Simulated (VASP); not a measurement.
# W (Pbcm) in VASP: further runs, part 2 of 2

VASP 6.6.1.

**3. Single point, r2SCAN**

This run uses another cell than the first one, of 18.08 Å³/atom.

File POSCAR:

```
W
1.0
    2.8782172113      0.0000000000      0.0000000000
    0.0000000000      4.9825474905      0.0000000000
    0.0000000000      0.0000000000      5.0438322090
W
4
Direct
    0.7931720000      0.5631570000      0.2500000000
    0.2068280000      0.0631570000      0.2500000000
    0.2068280000      0.4368430000      0.7500000000
    0.7931720000      0.9368430000      0.7500000000
```

File INCAR.step1:

```
SYSTEM = W
PREC = Accurate
ENCUT = 520
ISMEAR = 1
SIGMA = 0.1
LREAL = .FALSE.
LASPH = .TRUE.
NELM = 80
NBANDS = 36
GGA = PE
ALGO = Normal
EDIFF = 1E-4
LWAVE = .TRUE.
LCHARG = .FALSE.
```

File INCAR.step2:

```
SYSTEM = W
PREC = Accurate
ENCUT = 520
EDIFF = 1E-6
ISMEAR = 1
SIGMA = 0.1
LREAL = .FALSE.
LASPH = .TRUE.
NELM = 80
ALGO = Normal
ISIF = 2
LWAVE = .FALSE.
LCHARG = .FALSE.
METAGGA = R2SCAN
LMIXTAU = .TRUE.
NBANDS = 36
ISTART = 1
```

File KPOINTS:

```
regular mesh
0
G
  8 5 5
  0 0 0
```

Potentials or basis: VASP PAW PBE potentials, release 64 (W_sv).

Run with:

```
$ cat potpaw_PBE.64/W_sv/POTCAR > POTCAR
$ cp INCAR.step1 INCAR
$ mpirun -np 1 vasp_std > vasp.out
$ cp INCAR.step2 INCAR
$ mpirun -np 1 vasp_std > vasp.out
```

OUTCAR:

```text
SYSTEM = W
   PREC = Accurate
   ENCUT = 520
   EDIFF = 1E-6
   ISMEAR = 1
   LREAL = .FALSE.
   LASPH = .TRUE.
   NELM = 80
   ISIF = 2
   METAGGA = R2SCAN
   ISTART = 1

 ion  position               nearest neighbor table
   1  0.793  0.563  0.250-   2 2.76   2 2.76   3 2.86   3 2.86   2 3.01   2 3.01   3 3.10   3 3.10
                             4 3.13   4 3.13
   2  0.207  0.063  0.250-   1 2.76   1 2.76   4 2.86   4 2.86   1 3.01   1 3.01   4 3.10   4 3.10
                             3 3.13   3 3.13
   3  0.207  0.437  0.750-   4 2.76   4 2.76   1 2.86   1 2.86   4 3.01   4 3.01   1 3.10   1 3.10
                             2 3.13   2 3.13
   4  0.793  0.937  0.750-   3 2.76   3 2.76   2 2.86   2 2.86   3 3.01   3 3.01   2 3.10   2 3.10
                             1 3.13   1 3.13

  LATTYP: Found a simple orthorhombic cell.
 ALAT       =     2.8782172113
 B/A-ratio  =     1.7311228183
 C/A-ratio  =     1.7524154151

  Lattice vectors:

 A1 = (   2.8782172113,   0.0000000000,   0.0000000000)
 A2 = (   0.0000000000,   4.9825474905,   0.0000000000)
 A3 = (   0.0000000000,   0.0000000000,   5.0438322090)

Analysis of symmetry for initial positions (statically):
=====================================================================
 Subroutine PRICEL returns:
 Original cell was already a primitive cell.

 Routine SETGRP: Setting up the symmetry group for a
 simple orthorhombic supercell.

 Subroutine GETGRP returns: Found  8 space group operations
 (whereof  2 operations were pure point group operations)
 out of a pool of  8 trial point group operations.

The static configuration has the point symmetry S_2 .
 The point group associated with its full space group is D_2h.

Analysis of symmetry for dynamics (positions and initial velocities):
=====================================================================
 Subroutine PRICEL returns:
[... 131 lines left out ...]
   IALGO  =     38    algorithm
   IMIX   =      4    mixing-type and parameters
     AMIX     =   0.40;   BMIX     =  1.00
     AMIX_MAG =   1.60;   BMIX_MAG =  1.00
  volume/ion in A,a.u.               =      18.08       122.03
  Fermi-wavevector in a.u.,A,eV,Ry     =   1.503231  2.840694 30.745118  2.259702
  Thomas-Fermi vector in A             =   2.614368
   LORBIT       =      0    0 simple, 1 ext, 2 COOP (PROOUT), +10 PAW based schemes
   METAGGA = R2SCAN    functional components
   LHFCALC =     F    Hartree Fock is set to
   AEXX    =    0.0000 exact exchange contribution
   IVDW    =     0    specifies the selected vdW correction
   LEPSILON=     F    determine dielectric tensor
   LRPA    =     F    only Hartree local field effects (RPA)
 non-spin polarized calculation
 Methfessel and Paxton  Order N= 1 SIGMA  =   0.10
  energy-cutoff  :      520.00
  volume of cell :       72.33
 maximum number of plane-waves:      1968
 NGX is ok and might be reduce to    24
   NGX = 11   NGY = 19   NGZ = 19

 number of electron      55.9999991 magnetization

 Free energy of the ion-electron system (eV)
  ---------------------------------------------------
  ext. energy  EPLUGINS =         0.00000000
  ---------------------------------------------------
  free energy    TOTEN  =      -202.66914574 eV

  energy without entropy =     -202.66745326  energy(sigma->0) =     -202.66858158

 E-fermi :   9.2117     XC(G=0): -14.0849

 val. band max:        9.2049461073   @ k =   0.3750   0.2000   0.0000
 cond. band min:       9.2299840237   @ k =   0.5000   0.4000   0.2000
 fundamental gap:      0.0250379164
 Fermi energy:         9.2116861491

 k-point     1 :       0.0000    0.0000    0.0000
  band No.  band energies     occupation
      1     -66.7152      2.00000
      2     -66.6529      2.00000
      3     -66.6253      2.00000
      4     -66.5857      2.00000
      5     -30.6902      2.00000
      6     -30.6575      2.00000
[... 925 lines left out ...]
     35      12.8563      0.00000
     36      13.2773      0.00000

 [... further k-points ...]

------------------------ aborting loop because EDIFF is reached ----------------------------------------

  FORCE on cell =-STRESS in cart. coord.  units (eV):
  Direction    XX          YY          ZZ          XY          YZ          ZX
  --------------------------------------------------------------------------------------
  -------------------------------------------------------------------------------------
  Total      -11.6764923    -10.1911210     -8.7038436     -0.0000000      0.0000000      0.0000000
  in kB     -258.6350241   -225.7339580   -192.7906711     -0.0000000      0.0000000      0.0000000
  external PRESSURE =    -225.7198844 kB  Pullay stress =       0.0000000 kB

 VOLUME and BASIS-vectors are now :
 -----------------------------------------------------------------------------
  energy-cutoff  :      520.00
  volume of cell :       72.33
      direct lattice vectors                 reciprocal lattice vectors
     2.878217211  0.000000000  0.000000000     0.347437294  0.000000000  0.000000000
     0.000000000  4.982547491  0.000000000     0.000000000  0.200700546  0.000000000
     0.000000000  0.000000000  5.043832209     0.000000000  0.000000000  0.198261948

 POSITION                                       TOTAL-FORCE (eV/Angst)
 -----------------------------------------------------------------------------------
      2.28292      2.80596      1.26096         0.457684     -0.156833      0.000000
      0.59530      0.31468      1.26096        -0.457684     -0.156833      0.000000
      0.59530      2.17659      3.78287        -0.457684      0.156833      0.000000
      2.28292      4.66786      3.78287         0.457684      0.156833      0.000000
 -----------------------------------------------------------------------------------
    total drift:                                0.000000     -0.000000     -0.000000

  FREE ENERGIE OF THE ION-ELECTRON SYSTEM (eV)
  ---------------------------------------------------
  free  energy   TOTEN  =      -202.6691457429 eV

  energy  without entropy=     -202.6674532646  energy(sigma->0) =     -202.66858158
```

OSZICAR.step1:

```text
N       E                     dE             d eps       ncg     rms          rms(c)
DAV:   1     0.716560005107E+03    0.71656E+03   -0.33560E+04  3240   0.180E+03
DAV:   2    -0.144825971591E+02   -0.73104E+03   -0.71744E+03  3416   0.568E+02
DAV:   3    -0.511147586581E+02   -0.36632E+02   -0.35057E+02  3904   0.121E+02
DAV:   4    -0.521478644098E+02   -0.10331E+01   -0.10174E+01  3908   0.189E+01
DAV:   5    -0.521647004863E+02   -0.16836E-01   -0.16796E-01  3916   0.261E+00    0.326E+01
DAV:   6    -0.499640341067E+02    0.22007E+01   -0.35109E+00  3720   0.132E+01    0.116E+01
DAV:   7    -0.494767101741E+02    0.48732E+00   -0.16100E+00  3960   0.811E+00    0.131E+00
DAV:   8    -0.494603211191E+02    0.16389E-01   -0.42221E-02  3696   0.148E+00    0.258E-01
DAV:   9    -0.494597583483E+02    0.56277E-03   -0.31814E-03  4244   0.335E-01    0.103E-01
DAV:  10    -0.494597687669E+02   -0.10419E-04   -0.11765E-04  2320   0.731E-02
   1 F= -.49459769E+02 E0= -.49458776E+02  d E =-.297858E-02
```

Wall time 2.9 min (1 thread of Intel Xeon Platinum 8488C (Sapphire Rapids), shared host); peak memory 0.24 GiB.

What came out:

- Free energy: -202.6691 eV
- Pressure: -22.6 GPa
- Largest force: 0.484 eV/Å
- Band gap on the k mesh: zero (bands 28 and 29 overlap by 0.96 eV)

Forces on the atoms (eV/Å):
```
W    0.458 -0.157  0.000
W   -0.458 -0.157  0.000
W   -0.458  0.157  0.000
W    0.458  0.157  0.000
```

Levels at points of the mesh, in eV from the Fermi level:
```tsv
k point	band 25	band 26	band 27	band 28	band 29	band 30	band 31	band 32
(0.00, 0.00, 0.00)	-0.53	-0.48	-0.32	-0.28	-0.20	-0.07	0.62	1.61
(0.50, 0.00, 0.00)	-1.63	-1.52	-1.16	-1.08	0.16	0.28	0.47	2.71
```

Caveat: the cell stands under tension; the PAW data sets were made with another functional, which shifts forces and pressure a little; spin-orbit coupling is left out, which moves the levels of the heavy elements.

**4. Single point, r2SCAN**

This run uses another cell than the first one, of 18.50 Å³/atom.

File POSCAR:

```
W
1.0
    2.9003582138      0.0000000000      0.0000000000
    0.0000000000      5.0208762852      0.0000000000
    0.0000000000      0.0000000000      5.0826324431
W
4
Direct
    0.7931720000      0.5631570000      0.2500000000
    0.2068280000      0.0631570000      0.2500000000
    0.2068280000      0.4368430000      0.7500000000
    0.7931720000      0.9368430000      0.7500000000
```

File INCAR.step1:

```
SYSTEM = W
PREC     = Accurate       ! precision mode
ENCUT    = 520            ! plane-wave cutoff, eV
ISMEAR   = 1              ! smearing method
SIGMA    = 0.1            ! smearing width, eV
LREAL    = .FALSE.        ! projectors in reciprocal space
LASPH    = .TRUE.         ! aspherical terms in the spheres
NELM     = 60             ! most SCF steps
NBANDS   = 36             ! bands
GGA      = PE             ! functional
ALGO     = Normal         ! electronic algorithm
EDIFF    = 1E-4           ! SCF threshold, eV
LWAVE    = .TRUE.         ! write WAVECAR
LCHARG   = .FALSE.        ! write CHGCAR
```

File INCAR.step2:

```
SYSTEM = W
PREC     = Accurate       ! precision mode
ENCUT    = 520            ! plane-wave cutoff, eV
EDIFF    = 1E-6           ! SCF threshold, eV
ISMEAR   = 1              ! smearing method
SIGMA    = 0.1            ! smearing width, eV
LREAL    = .FALSE.        ! projectors in reciprocal space
LASPH    = .TRUE.         ! aspherical terms in the spheres
NELM     = 60             ! most SCF steps
ALGO     = Normal         ! electronic algorithm
ISIF     = 2              ! what is computed and relaxed
LWAVE    = .FALSE.        ! write WAVECAR
LCHARG   = .FALSE.        ! write CHGCAR
METAGGA  = R2SCAN         ! meta-GGA
LMIXTAU  = .TRUE.       
NBANDS   = 36             ! bands
ISTART   = 1
```

File KPOINTS:

```
Automatic mesh
0
G
  8 5 5
  0 0 0
```

Run with:

```
$ cat potpaw_PBE.64/W_sv/POTCAR > POTCAR
$ cp INCAR.step1 INCAR
$ mpirun -np 1 vasp_std > vasp.out
$ cp INCAR.step2 INCAR
$ mpirun -np 1 vasp_std > vasp.out
```

Run time: 3.5 min. Hardware: 1 thread of Intel Xeon Platinum 8488C (Sapphire Rapids), shared host; peak memory 0.24 GiB.

The run converged. Its results:

| Item | Value |
| --- | --- |
| Free energy | -202.4099 eV |
| Pressure | -26.8 GPa |
| Largest force | 0.567 eV/Å |
| Band gap on the k mesh | zero (bands 28 and 29 overlap by 0.89 eV) |

Forces in eV/Å, atoms in the order of the input:
```
W    0.540 -0.172  0.000
W   -0.540 -0.172  0.000
W   -0.540  0.172  0.000
W    0.540  0.172  0.000
```

Stress tensor (GPa, compression positive):
```
-30.18   0.00   0.00
  0.00 -27.04   0.00
  0.00   0.00 -23.31
```

Levels at points of the mesh, in eV from the Fermi level:
```tsv
k point	band 26	band 27	band 28	band 29	band 30	band 31
(0.00, 0.00, 0.00)	-0.46	-0.30	-0.26	-0.17	-0.04	0.62
(0.50, 0.00, 0.00)	-1.45	-1.11	-1.05	0.16	0.30	0.46
```

Caveat: the cell stands under tension; the PAW data sets were made with another functional, which shifts forces and pressure a little; spin-orbit coupling is left out, which moves the levels of the heavy elements.

**5. Overview**

```csv
cell,gap on the mesh (eV),pressure (GPa),largest force (eV/Å)
"a = 2.856, b = 4.944, c = 5.004 Å, 4 atoms",none,-17.7,0.39
"a = 2.878, b = 4.983, c = 5.044 Å, 4 atoms",none,-22.6,0.48
"a = 2.900, b = 5.021, c = 5.083 Å, 4 atoms",none,-26.8,0.57
```

Alike in all rows: task single point; level r2SCAN; potentials or basis VASP PAW PBE potentials, release 64 (W_sv); no spin polarisation; k mesh 8 × 5 × 5; cutoff (eV) 520; smearing methfessel-paxton 0.1 eV.

Caveats: the cell stands under tension; the PAW data sets were made with another functional, which shifts forces and pressure a little; spin-orbit coupling is left out, which moves the levels of the heavy elements.

Total energies depend on the potentials used, so only differences within one code and one set of settings carry meaning.
